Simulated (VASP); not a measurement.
Ni, 1 atom in the cell. Symmetry: Fm-3m, No. 225, cubic system. The conventional cell has a = 3.452 Å, b = 3.452 Å, c = 3.452 Å, α = 90.00°, β = 90.00°, γ = 90.00°. Within 3.2 Å of Ni (site symmetry m-3m) lie 12 Ni at 2.44 Å. 

- Program: VASP 6.6.1
- Task: single point
- Functional: r2SCAN
- Potentials or basis: VASP PAW PBE potentials, release 64 (Ni)
- Cutoff: 520 eV
- k mesh: 13 × 13 × 13
- Occupations: fermi-dirac, width 0.05 eV
- Spin: collinear spin, ferromagnetic start
- Starting moments: [1.0] μB
- Dipole correction: no
- Further INCAR settings: ALGO = Normal; EDIFF = 1e-06; NBANDS = 15

Potentials or basis: VASP PAW PBE potentials, release 64 (Ni).

Command:

```sh
$ cat potpaw_PBE.64/Ni/POTCAR > POTCAR
$ cp INCAR.step1 INCAR
$ mpirun -np 1 vasp_std > vasp.out
$ cp INCAR.step2 INCAR
$ mpirun -np 1 vasp_std > vasp.out
```

Hardware: 1 thread of AMD EPYC 9R45 96-Core Processor (Zen 5) (shared host).

Q: Estimate the wall time of this run.

A: Run time: 58 s on 1 thread of AMD EPYC 9R45 96-Core Processor (Zen 5), with other jobs on the host, peak memory 0.11 GiB. Counts: k points 84.
